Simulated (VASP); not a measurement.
Input of a VASP 6.6.1 run:

POSCAR

```
AlN
1.0
    3.1066951923      0.0000000000      0.0000000000
   -1.5533475961      2.6904769583      0.0000000000
    0.0000000000      0.0000000000      4.9785197784
Al N
2 2
Direct
    0.3333333333      0.6666666667     -0.0008019236
    0.6666666667      0.3333333333      0.4991980764
    0.3333333333      0.6666666667      0.3808019236
    0.6666666667      0.3333333333      0.8808019236
```

The input INCAR.step1:

```
  PREC = Accurate
  ENCUT = 600
  ISMEAR = 0
  SIGMA = 0.01
  LREAL = F
  LASPH = T
  NELM = 60
  GGA = PE
  ALGO = Normal
  EDIFF = 1E-4
  LWAVE = T
  LCHARG = F
```

Contents of INCAR.step2:

```
  PREC = Accurate
  ENCUT = 600
  EDIFF = 1E-6
  ISMEAR = 0
  SIGMA = 0.01
  LREAL = F
  LASPH = T
  NELM = 60
  ALGO = Normal
  ISIF = 3
  LWAVE = F
  LCHARG = F
  METAGGA = R2SCAN
  LMIXTAU = T
  IBRION = 2
  NSW = 100
  EDIFFG = -0.002
  PSTRESS = 150.0
  ISTART = 1
```

KPOINTS

```
Automatic mesh
0
Gamma
  8 8 6
```

Potentials or basis: VASP PAW PBE potentials, release 64 (Al, N).

The run is started by

```bash
$ cat potpaw_PBE.64/Al/POTCAR potpaw_PBE.64/N/POTCAR > POTCAR
$ cp INCAR.step1 INCAR
$ mpirun -np 1 vasp_std > vasp.out
$ cp INCAR.step2 INCAR
$ mpirun -np 1 vasp_std > vasp.out
```

What does it give for the space group after relaxing (to 0.1 Å)?

P6_3mc (No. 186).

Predict the relaxed volume.

9.76 Å³/atom.

Predict the relaxed cell.

a = 3.046 Å, b = 3.046 Å, c = 4.857 Å, α = 90.00°, β = 90.00°, γ = 120.00°.

Final structure:
```
Al N
1.0
     3.04583    0.00000    0.00000
    -1.52291    2.63776    0.00000
     0.00000    0.00000    4.85679
Al N
2 2
Direct
  0.33333 0.66667 0.99847
  0.66667 0.33333 0.49847
  0.33333 0.66667 0.38153
  0.66667 0.33333 0.88153
```

Caveat: the cell is relaxed towards a set pressure, so the run minimises the enthalpy, not the energy; the PAW data sets were made with another functional, which shifts forces and pressure a little.
